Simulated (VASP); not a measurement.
Crystal: KF.

```
CELL_PARAMETERS angstrom
0.00000 3.03873 2.93540
3.03873 0.00000 2.93540
3.03873 3.03873 0.00000
ATOMIC_POSITIONS crystal
K 0.00000 0.00000 0.00000
F 0.25000 0.25000 0.25000
```

This cell differs from its parent crystal: biaxial xy strain +3.5%.

Base run:

- Program: VASP 6.6.1
- Functional: r2SCAN
- Potentials or basis: VASP PAW PBE potentials, release 64 (K_sv, F)
- Cutoff: 520 eV
- k mesh: 8 × 8 × 8
- Occupations: gaussian, width 0.01 eV
- Spin: no spin polarisation

Its results: band gap on the k mesh 5.57 eV (least direct gap 5.73 eV); pressure -1.4 GPa.

Problem. The run is repeated on the same cell with these changes: functional from r2SCAN to PBE; occupations from gaussian, width 0.01 eV to fermi-dirac, width 0.02 eV. What comes out?

Solution. Band gap on the k mesh 4.97 eV (least direct gap 5.13 eV); pressure -0.6 GPa.

Caveats: the structure was generated, so it needn't be the stable form of KF; the PAW data sets were made with another functional, which shifts forces and pressure a little (at least some runs).

A k mesh can miss the band edges.
